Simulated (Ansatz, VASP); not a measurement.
# TiO2: VASP beside Ansatz

POSCAR

```
TiO2
1.0
   -1.9266767868      1.9266767868      4.6656849664
    1.9266767868     -1.9266767868      4.6656849664
    1.9266767868      1.9266767868     -4.6656849664
Ti O
2 4
Direct
    0.7500000000      0.2500000000      0.5000000000
    0.0000000000      0.0000000000      0.0000000000
    0.5394589618      0.0394589618      0.5000000000
    0.7894589618      0.7894589618      0.0000000000
    0.2105410382      0.2105410382      0.0000000000
    0.9605410382      0.4605410382      0.5000000000
```

File INCAR.step1:

```
  PREC = Accurate
  ENCUT = 520
  ISMEAR = 0
  SIGMA = 0.01
  LREAL = F
  LASPH = T
  NELM = 60
  NBANDS = 33
  GGA = PE
  ALGO = Normal
  EDIFF = 1E-4
  LWAVE = T
  LCHARG = F
```

File INCAR.step2:

```
  PREC = Accurate
  ENCUT = 520
  EDIFF = 1E-6
  ISMEAR = 0
  SIGMA = 0.01
  LREAL = F
  LASPH = T
  NELM = 60
  ALGO = Normal
  ISIF = 2
  LWAVE = F
  LCHARG = F
  METAGGA = R2SCAN
  LMIXTAU = T
  NBANDS = 33
  ISTART = 1
```

The input KPOINTS:

```
regular mesh
0
Gamma
  10 10 10
```

Input for Ansatz:

```yaml
crystal:
  lattice:
    - [-1.9266767868, 1.9266767868, 4.6656849664]
    - [1.9266767868, -1.9266767868, 4.6656849664]
    - [1.9266767868, 1.9266767868, -4.6656849664]
  atoms:
    - { symbol: Ti, position: [0.75, 0.25, 0.5] }
    - { symbol: Ti, position: [0.0, 0.0, 0.0] }
    - { symbol: O, position: [0.5394589618, 0.0394589618, 0.5] }
    - { symbol: O, position: [0.7894589618, 0.7894589618, 0.0] }
    - { symbol: O, position: [0.2105410382, 0.2105410382, 0.0] }
    - { symbol: O, position: [0.9605410382, 0.4605410382, 0.5] }
kpoints:
  mp_grid: { grid: [10, 10, 10] }
  band_path:
    path:
      - [0.0, 0.0, 0.0]
      - [0.0, 0.0, 0.5]
      - [0.25, 0.25, 0.25]
      - [0.0, 0.5, 0.0]
      - [0.5, 0.5, -0.5]
      - [0.2888485976, 0.7111514024, -0.2888485976]
      - [-0.2888485976, 0.2888485976, 0.2888485976]
      - [-0.0776971953, 0.0776971953, 0.5]
      - [0.5, 0.5, -0.0776971953]
      - [0.3, 0.3, -0.3]
      - [0.0, 0.0, 0.442708]
    npoints: 1
hamiltonian:
  xc: r2scan
scf:
  occupations: { method: fixed }
  n_extra_bands: 5
output:
  forces: true
  stress: true
  eigenvalues: true
```

Change from the starting cell: epitaxial_xy strain +2.0%.

Alike in both runs: task single point; functional r2SCAN; k mesh 10 × 10 × 10; no spin polarisation.

```csv
,VASP,Ansatz
version,VASP 6.6.1,Ansatz 0.2.0
potentials or method,"VASP PAW PBE potentials, release 64 (Ti_sv, O)","plane waves, PAW"
plane-wave cutoff (eV),520,500
occupations,"gaussian, width 0.01 eV",fixed
valence electrons in the cell,48,48
```

VASP gave:

```
gap on the k mesh at the Fermi level (eV)                     : 2.40
pressure (GPa)                                                : -2.9
traceless stress, the component that is largest in VASP (GPa) : 4.13
rms of the force components (eV/Å)                            : 0.020
```

**Question.** Which values does Ansatz return?

**Answer.** gap on the k mesh at the Fermi level (eV): 2.38; pressure (GPa): -4.1; traceless stress, the component that is largest in VASP (GPa): 4.05; rms of the force components (eV/Å): 0.000.

VASP's potentials were made for PBE, not for r2SCAN. Atom by atom the forces differ by 0.020 eV/Å (rms over components).
